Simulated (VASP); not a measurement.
**LiBr: relaxation of cell and atoms with PBEsol**

Crystal: LiBr.

```
Li Br
1.0
     0.00000    2.72269    2.72269
     2.72269    0.00000    2.72269
     2.72269    2.72269    0.00000
Li Br
1 1
Cartesian
  0.0000 0.0000 0.0000
  2.7227 2.7227 2.7227
```

* Program: VASP 6.6.1
* Task: relaxation of cell and atoms
* Functional: PBEsol
* Potentials or basis: VASP PAW PBE potentials, release 64 (Li_sv, Br)
* Cutoff: 750 eV
* k mesh: 8 × 8 × 8
* Occupations: gaussian, width 0.02 eV
* Spin: no spin polarisation
* Dipole correction: no
* Further INCAR settings: ALGO = Normal; EDIFF = 1e-07; IBRION = 2; EDIFFG = -0.005; NSW = 100; ISIF = 3

| Quantity | Value |
| --- | --- |
| Relaxed volume | 19.78 Å³/atom |
| Relaxed cell | a = 3.825 Å, b = 3.825 Å, c = 3.825 Å, α = 60.00°, β = 60.00°, γ = 60.00° |
| Space group after relaxing (to 0.05 Å) | Fm-3m (No. 225) |
| Energy gained by relaxing | 0.7 meV/atom |
| Ionic steps | 3 |
| Pressure after relaxing | 0.0 GPa |
| Band gap on the k mesh | 4.99 eV, direct |

Step by step:
```tsv
step	energy change (eV)	largest force (eV/Å)	pressure (GPa)	volume (Å³)
1	0.0000	0.0000	-0.56	40.37
2	-0.0011	0.0000	-0.28	39.96
3	-0.0014	0.0000	0.01	39.56
```

Final structure:
```
Li Br
1.0
     0.00000    2.70447    2.70447
     2.70447    0.00000    2.70447
     2.70447    2.70447    0.00000
Li Br
1 1
Direct
  0.00000 0.00000 0.00000
  0.50000 0.50000 0.50000
```

Levels at points of the mesh, in eV from the valence-band top:
```
           k point  band 1  band 2  band 3  band 4  band 5  band 6  band 7  band 8  band 9
(0.00, 0.00, 0.00)  -43.60  -13.64    0.00    0.00    0.00    4.99   10.42   10.42   10.42
(0.50, 0.00, 0.00)  -43.60  -13.10   -3.15   -0.29   -0.29    5.48    8.03    8.03   12.17
(0.50, 0.50, 0.00)  -43.60  -12.87   -3.17   -1.26   -1.26    6.23    6.85   11.91   12.69
```

Run time: 92 s on 1 thread of AMD EPYC 7R13, with other jobs on the host, peak memory 0.18 GiB.

Caveat: the PAW data sets were made with another functional, which shifts forces and pressure a little. A k mesh can miss the band edges.
